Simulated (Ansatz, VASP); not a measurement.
One calculation of BaTe, two programs

```
CELL_PARAMETERS angstrom
0.00000 3.63836 3.50334
3.63836 0.00000 3.50334
3.63836 3.63836 0.00000
ATOMIC_POSITIONS crystal
Ba 0.00000 0.00000 0.00000
Te 0.50000 0.50000 0.50000
```

Change from the starting cell: epitaxial_xy strain +3.0%.

Alike in both runs: task single point; functional r2SCAN; k mesh 6 × 6 × 6; no spin polarisation.

|  | VASP | Ansatz |
| --- | --- | --- |
| version | VASP 6.6.1 | Ansatz 0.2.0 |
| potentials or method | VASP PAW PBE potentials, release 64 (Ba_sv, Te) | plane waves, PAW |
| plane-wave cutoff (eV) | 520 | 500 |
| occupations | gaussian, width 0.01 eV | fixed |
| valence electrons in the cell | 16 | 26 |

```tsv
	VASP	Ansatz	Ansatz less VASP
gap on the k mesh at the Fermi level (eV)	1.97	2.03	+0.068
pressure (GPa)	-1.0	-1.3	-0.26
traceless stress, the component that is largest in VASP (GPa)	1.40	1.32	-0.083
```

VASP's potentials were made for PBE, not for r2SCAN. VASP's potentials hold 16 valence electrons a cell and Ansatz's 26, so a difference there can come from the potentials and not from the codes.

Spin-orbit coupling is off throughout.
